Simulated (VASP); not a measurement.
# Se (Fd-3m) in VASP: notebook, part 2 of 2

VASP 6.6.1. Earlier steps stand in the parts before.

### Step 3. Single point, PBE (34.31 Å³/atom)

This run uses another cell than the first one, of 34.31 Å³/atom.

INCAR reads:

```
  PREC = Accurate
  ENCUT = 520
  EDIFF = 1E-6
  ISMEAR = -1
  SIGMA = 0.1
  LREAL = False
  LASPH = True
  NELM = 80
  ALGO = Normal
  ISIF = 2
  LWAVE = False
  LCHARG = False
  GGA = PE
  NBANDS = 13
```

KPOINTS reads:

```
Automatic mesh
0
Gamma
  10 10 10
```

POSCAR reads:

```
Se
1.0
    0.0000000000      3.2493443525      3.2493443525
    3.2493443525      0.0000000000      3.2493443525
    3.2493443525      3.2493443525      0.0000000000
Se
2
Direct
    0.1250000000      0.1250000000      0.1250000000
    0.8750000000      0.8750000000      0.8750000000
```

Potentials or basis: VASP PAW PBE potentials, release 64 (Se).

On the command line:

```console
$ cat potpaw_PBE.64/Se/POTCAR > POTCAR
$ mpirun -np 1 vasp_std > vasp.out
```

OUTCAR:

```text
PREC = Accurate
   ENCUT = 520
   EDIFF = 1E-6
   ISMEAR = -1
   LREAL = False
   LASPH = True
   NELM = 80
   ISIF = 2
   GGA = PE

 ion  position               nearest neighbor table
   1  0.125  0.125  0.125-
   2  0.875  0.875  0.875-

  LATTYP: Found a face centered cubic cell.
 ALAT       =     6.4986887050

  Lattice vectors:

 A1 = (   0.0000000000,   3.2493443525,   3.2493443525)
 A2 = (   3.2493443525,   0.0000000000,   3.2493443525)
 A3 = (   3.2493443525,   3.2493443525,   0.0000000000)

Analysis of symmetry for initial positions (statically):
=====================================================================
 Subroutine PRICEL returns:
 Original cell was already a primitive cell.

 Routine SETGRP: Setting up the symmetry group for a
 face centered cubic supercell.

 Subroutine GETGRP returns: Found 48 space group operations
 (whereof 12 operations were pure point group operations)
 out of a pool of 48 trial point group operations.

The static configuration has the point symmetry D_3d.
 The point group associated with its full space group is O_h .

Analysis of symmetry for dynamics (positions and initial velocities):
=====================================================================
 Subroutine PRICEL returns:
 Original cell was already a primitive cell.

 Routine SETGRP: Setting up the symmetry group for a
 face centered cubic supercell.

 Subroutine GETGRP returns: Found 48 space group operations
 (whereof 12 operations were pure point group operations)
 out of a pool of 48 trial point group operations.

The dynamic configuration has the point symmetry D_3d.
 The point group associated with its full space group is O_h .

 Subroutine INISYM returns: Found 48 space group operations
 (whereof 12 operations are pure point group operations),
 and found     1 'primitive' translations

----------------------------------------------------------------------------------------

                                     Primitive cell

  volume of cell :      68.6147

  direct lattice vectors                    reciprocal lattice vectors
     0.000000000  3.249344353  3.249344353    -0.153877197  0.153877197  0.153877197
     3.249344353  0.000000000  3.249344353     0.153877197 -0.153877197  0.153877197
     3.249344353  3.249344353  0.000000000     0.153877197  0.153877197 -0.153877197

  length of vectors
     4.595266852  4.595266852  4.595266852     0.266523123  0.266523123  0.266523123

  position of ions in fractional coordinates (direct lattice)
     0.125000000  0.125000000  0.125000000
     0.875000000  0.875000000  0.875000000

  ion indices of the primitive-cell ions
   primitive index   ion index
                 1           1
                 2           2

----------------------------------------------------------------------------------------

 KPOINTS: Automatic mesh

Automatic generation of k-mesh.
 Grid dimensions read from file:
 generate k-points for:   10   10   10

 Generating k-lattice:

  Cartesian coordinates                     Fractional coordinates (reciprocal lattice)
    -0.015387720  0.015387720  0.015387720     0.100000000  0.000000000  0.000000000
     0.015387720 -0.015387720  0.015387720     0.000000000  0.100000000  0.000000000
     0.015387720  0.015387720 -0.015387720     0.000000000  0.000000000  0.100000000

  Length of vectors
     0.026652312  0.026652312  0.026652312

  Shift w.r.t. Gamma in fractional coordinates (k-lattice)
     0.000000000  0.000000000  0.000000000

 Subroutine IBZKPT returns following result:
 ===========================================

 Found     47 irreducible k-points:

 Following reciprocal coordinates:
            Coordinates               Weight
  0.000000  0.000000  0.000000      1.000000
  0.100000  0.000000  0.000000      8.000000
  0.200000  0.000000  0.000000      8.000000
  0.300000  0.000000  0.000000      8.000000
  0.400000  0.000000  0.000000      8.000000
  0.500000  0.000000  0.000000      4.000000
[... 16 lines left out ...]
  0.300000  0.300000  0.000000      6.000000
  0.400000  0.300000  0.000000     24.000000
 [... further k-points ...]
   k-points           NKPTS =     47   k-points in BZ     NKDIM =     47   number of bands    NBANDS=     13
   number of dos      NEDOS =    301   number of ions     NIONS =      2
   total plane-waves  NPLWV =  46656
   dimension x,y,z NGX =    36 NGY =   36 NGZ =   36
   dimension x,y,z NGXF=    72 NGYF=   72 NGZF=   72
   ions per type =               2
   NGX,Y,Z   is equivalent  to a cutoff of  13.02, 13.02, 13.02 a.u.
   NGXF,Y,Z  is equivalent  to a cutoff of  26.05, 26.05, 26.05 a.u.
 SYSTEM =  unknown system
   PREC   = accura    normal or accurate (medium, high low for compatibility)
   ISTART =      0    job   : 0-new  1-cont  2-samecut
   ICHARG =      2    charge: 1-file 2-atom 10-const
   ISPIN  =      1    spin polarized calculation?
   LNONCOLLINEAR =      F non collinear calculations
   LSORBIT =      F    spin-orbit coupling
   LASPH  =      T    aspherical Exc in radial PAW
   ENCUT  =  520.0 eV  38.22 Ry    6.18 a.u.   8.54  8.54  8.54*2*pi/ulx,y,z
   NELM   =     80;   NELMIN=  2; NELMDL= -5     # of ELM steps
   EDIFF  = 0.1E-05   stopping-criterion for ELM
   LREAL  =      F    real-space projection
[... 7 lines left out ...]
   TEBEG  =    0.0;   TEEND  =   0.0 temperature during run
   PSTRESS=    0.0 pullay stress
   NELECT =      12.0000    total number of electrons
   NUPDOWN=      -1.0000    fix difference up-down
   EMIN   =  10.00;   EMAX   =-10.00  energy-range for DOS
   EFERMI =   0.00;   METHOD = LEGACY
   ISMEAR =    -1;   SIGMA  =   0.10  broadening in eV -4-tet -1-fermi 0-gaus
   EFERMI_NEDOS =   21; number of points for ismear=-14 and -15
   IALGO  =     38    algorithm
   IMIX   =      4    mixing-type and parameters
     AMIX     =   0.40;   BMIX     =  1.00
     AMIX_MAG =   1.60;   BMIX_MAG =  1.00
  volume/ion in A,a.u.               =      34.31       231.52
  Fermi-wavevector in a.u.,A,eV,Ry     =   0.915509  1.730062 11.403826  0.838158
  Thomas-Fermi vector in A             =   2.040259
   LORBIT       =      0    0 simple, 1 ext, 2 COOP (PROOUT), +10 PAW based schemes
   GGA     = PE    functional components
   LHFCALC =     F    Hartree Fock is set to
   AEXX    =    0.0000 exact exchange contribution
   IVDW    =     0    specifies the selected vdW correction
   LEPSILON=     F    determine dielectric tensor
   LRPA    =     F    only Hartree local field effects (RPA)
 non-spin polarized calculation
  energy-cutoff  :      520.00
  volume of cell :       68.61
 maximum number of plane-waves:      1868
 NGX is ok and might be reduce to    36
   NGX = 17   NGY = 17   NGZ = 17

 number of electron      12.0000002 magnetization

 Free energy of the ion-electron system (eV)
  ---------------------------------------------------
  ext. energy  EPLUGINS =         0.00000000
  ---------------------------------------------------
  free energy    TOTEN  =        -5.97958315 eV

  energy without entropy =       -5.92198044  energy(sigma->0) =       -5.95078180

 E-fermi :   1.3431     XC(G=0):  -7.8248

 val. band max:        1.3398573682   @ k =  -0.3000   0.2000   0.0000
 cond. band min:       1.3493209142   @ k =   0.2000   0.1000   0.0000
 fundamental gap:      0.0094635460
 Fermi energy:         1.3431216339

 k-point     1 :       0.0000    0.0000    0.0000
  band No.  band energies     occupation
      1     -13.3893      2.00000
      2      -9.0999      2.00000
      3      -1.7600      2.00000
      4      -1.7600      2.00000
      5      -1.7600      2.00000
      6       0.7132      1.99633
      7       0.7132      1.99633
      8       0.7132      1.99633
      9       5.8019      0.00000
     10       9.1170      0.00000
     11       9.1170      0.00000
     12      10.9016      0.00000
     13      10.9016      0.00000
[... 353 lines left out ...]
 k-point    24 :       0.4000    0.3000    0.0000
  band No.  band energies     occupation
      1     -12.4638      2.00000
      2     -10.6769      2.00000
      3      -2.9664      2.00000
      4      -2.8496      2.00000
      5      -0.6965      2.00000
      6      -0.0261      2.00000
      7       2.6512      0.00000
      8       2.6910      0.00000
      9       6.9116      0.00000
     10       8.3613      0.00000
     11      10.5658      0.00000
     12      11.6955      0.00000
     13      11.7210      0.00000

 [... further k-points ...]

------------------------ aborting loop because EDIFF is reached ----------------------------------------

  FORCE on cell =-STRESS in cart. coord.  units (eV):
  Direction    XX          YY          ZZ          XY          YZ          ZX
  --------------------------------------------------------------------------------------
  -------------------------------------------------------------------------------------
  Total       -1.0885690     -1.0885690     -1.0885690      0.0000000      0.0000000      0.0000000
  in kB      -25.4184647    -25.4184647    -25.4184647      0.0000000      0.0000000      0.0000000
  external PRESSURE =     -25.4184647 kB  Pullay stress =       0.0000000 kB

 VOLUME and BASIS-vectors are now :
 -----------------------------------------------------------------------------
  energy-cutoff  :      520.00
  volume of cell :       68.61
      direct lattice vectors                 reciprocal lattice vectors
     0.000000000  3.249344353  3.249344353    -0.153877197  0.153877197  0.153877197
     3.249344353  0.000000000  3.249344353     0.153877197 -0.153877197  0.153877197
     3.249344353  3.249344353  0.000000000     0.153877197  0.153877197 -0.153877197

 POSITION                                       TOTAL-FORCE (eV/Angst)
 -----------------------------------------------------------------------------------
      0.81234      0.81234      0.81234         0.000000      0.000000      0.000000
      5.68635      5.68635      5.68635        -0.000000     -0.000000     -0.000000
 -----------------------------------------------------------------------------------
    total drift:                               -0.000000      0.000000      0.000000

  FREE ENERGIE OF THE ION-ELECTRON SYSTEM (eV)
  ---------------------------------------------------
  free  energy   TOTEN  =        -5.9795831507 eV

  energy  without entropy=       -5.9219804401  energy(sigma->0) =       -5.95078180
```

OSZICAR:

```text
N       E                     dE             d eps       ncg     rms          rms(c)
DAV:   1     0.498360772994E+02    0.49836E+02   -0.46711E+03  1222   0.739E+02
DAV:   2    -0.256979493950E+01   -0.52406E+02   -0.50056E+02  1680   0.122E+02
DAV:   3    -0.594985056992E+01   -0.33801E+01   -0.33523E+01  1527   0.339E+01
DAV:   4    -0.597917836774E+01   -0.29328E-01   -0.29321E-01  1487   0.375E+00
DAV:   5    -0.597941232205E+01   -0.23395E-03   -0.23395E-03  1582   0.338E-01    0.447E+00
DAV:   6    -0.597932352158E+01    0.88800E-04   -0.17123E-03  1467   0.299E-01    0.267E+00
DAV:   7    -0.597950862064E+01   -0.18510E-03   -0.38463E-03  1502   0.445E-01    0.606E-02
DAV:   8    -0.597956941576E+01   -0.60795E-04   -0.13609E-04  1502   0.690E-02    0.135E-02
DAV:   9    -0.597958019533E+01   -0.10780E-04   -0.83205E-06  1502   0.171E-02    0.589E-03
DAV:  10    -0.597958294088E+01   -0.27455E-05   -0.29128E-06  1379   0.965E-03    0.236E-03
DAV:  11    -0.597958315067E+01   -0.20979E-06   -0.15105E-07  1161   0.232E-03
   1 F= -.59795832E+01 E0= -.59507818E+01  d E =-.576027E-01
```

stdout:

```text
POSCAR found type information on POSCAR Se
 POSCAR found :  1 types and       2 ions
 scaLAPACK will be used
 LDA part: xc-table for (Slater+PW92), standard interpolation
 POSCAR, INCAR and KPOINTS ok, starting setup
 FFT: planning ... GRIDC
 FFT: planning ... GRID_SOFT
 FFT: planning ... GRID
 WAVECAR not read
 entering main loop
```

It took 65 s on 1 thread of Intel Xeon 8259CL, shared host; peak memory 0.21 GiB.

Results:

* Free energy: -5.9796 eV
* Pressure: -2.5 GPa
* Band gap on the k mesh: zero (bands 6 and 7 overlap by 0.96 eV)

### Step 4. Single point, PBE (35.58 Å³/atom)

This run uses another cell than the first one, of 35.58 Å³/atom.

INCAR reads:

```
  ALGO = Normal
  EDIFF = 1E-6
  ENCUT = 520
  GGA = PE
  ISIF = 2
  ISMEAR = -1
  LASPH = True
  LCHARG = False
  LREAL = False
  LWAVE = False
  NBANDS = 13
  NELM = 60
  PREC = Accurate
  SIGMA = 0.1
```

KPOINTS reads:

```
k-points
0
Gamma
  10 10 10
```

POSCAR reads:

```
Se
1.0
    0.0000000000      3.2889744088      3.2889744088
    3.2889744088      0.0000000000      3.2889744088
    3.2889744088      3.2889744088      0.0000000000
Se
2
Direct
    0.1250000000      0.1250000000      0.1250000000
    0.8750000000      0.8750000000      0.8750000000
```

On the command line:

```console
$ cat potpaw_PBE.64/Se/POTCAR > POTCAR
$ mpirun -np 1 vasp_std > vasp.out
```

Run time: 62 s. Hardware: 1 thread of Intel Xeon 8259CL, shared host; peak memory 0.21 GiB.

It converged, with:

```
Free energy            : -5.9317 eV
Pressure               : -3.5 GPa
Band gap on the k mesh : zero (bands 6 and 7 overlap by 0.91 eV)
```

Levels at points of the mesh, in eV from the Fermi level:
| k point | band 2 | band 3 | band 4 | band 5 | band 6 | band 7 | band 8 | band 9 | band 10 | band 11 |
| --- | --- | --- | --- | --- | --- | --- | --- | --- | --- | --- |
| (0.00, 0.00, 0.00) | -10.52 | -2.98 | -2.98 | -2.98 | -0.58 | -0.58 | -0.58 | 4.48 | 7.82 | 7.82 |
| (0.50, 0.00, 0.00) | -11.88 | -3.64 | -3.58 | -3.58 | 0.33 | 0.33 | 1.23 | 6.88 | 6.98 | 7.97 |
| (0.50, 0.50, 0.00) | -12.86 | -4.23 | -4.23 | -1.70 | -1.70 | 1.77 | 1.77 | 6.22 | 6.22 | 9.74 |

Caveat: the cell stands under tension.

### Step 5. Summary

```csv
cell,gap on the mesh (eV),pressure (GPa)
"a = 4.538 Å, angles 60.0°, 2 atoms",none,-1.4
"a = 4.595 Å, angles 60.0°, 2 atoms",none,-2.5
"a = 4.651 Å, angles 60.0°, 2 atoms",none,-3.5
```

Alike in all rows: task single point; level PBE; potentials or basis VASP PAW PBE potentials, release 64 (Se); no spin polarisation; k mesh 10 × 10 × 10; cutoff (eV) 520; smearing fermi-dirac 0.1 eV.

Caveats: the cell stands under tension (at least some runs).

Total energies depend on the potentials used, so only differences within one code and one set of settings carry meaning.

The gap in the log of VASP goes by the Fermi energy; the results here count the filled bands.